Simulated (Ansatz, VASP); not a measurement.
**Two plane-wave programs on SnO**

File INCAR:

```
SYSTEM = SnO
PREC     = Accurate       ! precision mode
ENCUT    = 600            ! plane-wave cutoff, eV
EDIFF    = 1E-6           ! SCF threshold, eV
ISMEAR   = 0              ! smearing method
SIGMA    = 0.01           ! smearing width, eV
LREAL    = .False.        ! projectors in reciprocal space
LASPH    = .True.         ! aspherical terms in the spheres
NELM     = 120            ! most SCF steps
ALGO     = Normal         ! electronic algorithm
ISIF     = 2              ! what is computed and relaxed
LWAVE    = .False.        ! write WAVECAR
LCHARG   = .False.        ! write CHGCAR
GGA      = LIBXC          ! functional
LIBXC1   = GGA_X_PBE    
LIBXC2   = LDA_C_PW     
NBANDS   = 28             ! bands
GGA_COMPAT= .False.
```

File KPOINTS:

```
Automatic mesh
0
Gamma
  5 5 4
  0 0 0
```

The input POSCAR:

```
SnO
1.0
    3.8608832010      0.0000000000      0.0000000000
    0.0000000000      3.8608832010      0.0000000000
    0.0000000000      0.0000000000      4.9201714841
Sn O
2 2
Direct
    0.5000000000      0.0000000000      0.2369000000
    0.0000000000      0.5000000000      0.7631000000
    0.0000000000      0.0000000000      0.0000000000
    0.5000000000      0.5000000000      0.0000000000
```

Input for Ansatz:

```yaml
crystal:
  lattice:
    - [3.8608832009969025, 0.0, 0.0]
    - [0.0, 3.8608832009969025, 0.0]
    - [0.0, 0.0, 4.920171484069343]
  atoms:
    - { symbol: Sn, position: [0.5, 0.0, 0.2369] }
    - { symbol: Sn, position: [0.0, 0.5, 0.7631] }
    - { symbol: O, position: [0.0, 0.0, 0.0] }
    - { symbol: O, position: [0.5, 0.5, 0.0] }
basis:
  ecutwfc: 421.77648681281397
kpoints:
  mp_grid:
    grid: [5, 5, 4]
hamiltonian:
  xc:
    exchange: pbe
    correlation: lda
  pseudopotentials:
    kind: paw
scf:
  occupations:
    method: fixed
output:
  stress: true
```

Alike in both runs: task single point; functional pbe exchange, lda correlation; k mesh 5 × 5 × 4; no spin polarisation.

|  | VASP | Ansatz |
| --- | --- | --- |
| version | VASP 6.6.1 | Ansatz 0.2.0 |
| potentials or method | VASP PAW PBE potentials, release 64 (Sn_d, O), cutoff 600 eV | plane waves, PAW |
| occupations | gaussian, width 0.01 eV | fixed |
| valence electrons in the cell | 40 | 40 |

Ansatz gave:

| Quantity | Value |
| --- | --- |
| pressure (GPa) | 7.0 |
| traceless stress, the component that is largest in VASP (GPa) | -0.85 |

Question: Estimate VASP's values.

Answer: Pressure (GPa): 7.1; traceless stress, the component that is largest in VASP (GPa): -0.81.

VASP's potentials were made for PBE, not for pbe exchange, lda correlation.
